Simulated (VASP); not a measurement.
Input of a VASP 6.6.1 run:

File INCAR:

```
ALGO = Normal
EDIFF = 1E-6
ENCUT = 500
GGA = PS
GGA_COMPAT = False
ISIF = 2
ISMEAR = 1
LASPH = True
LCHARG = True
LELF = True
LREAL = False
LVHAR = True
LWAVE = False
NBANDS = 12
NELM = 120
PREC = Accurate
SIGMA = 0.05
```

KPOINTS

```
k-points
0
Gamma
  9 9 9
```

File POSCAR:

```
Au
1.0
    0.0000000000      2.0411754600      2.0411754600
    2.0411754600      0.0000000000      2.0411754600
    2.0411754600      2.0411754600      0.0000000000
Au
1
Direct
    0.0000000000      0.0000000000      0.0000000000
```

Potentials or basis: VASP PAW PBE potentials, release 64 (Au).

Command:

```console
$ cat potpaw_PBE.64/Au/POTCAR > POTCAR
$ mpirun -np 1 vasp_std > vasp.out
```

(1) Predict the pressure.

(2) What does it give for the band gap on the k mesh?

Results:

(1) -0.3 GPa.

(2) zero (an odd number of electrons rules out a gap without spin polarisation).

Caveat: the PAW data sets were made with another functional, which shifts forces and pressure a little; spin-orbit coupling is left out, which moves the levels of the heavy elements.
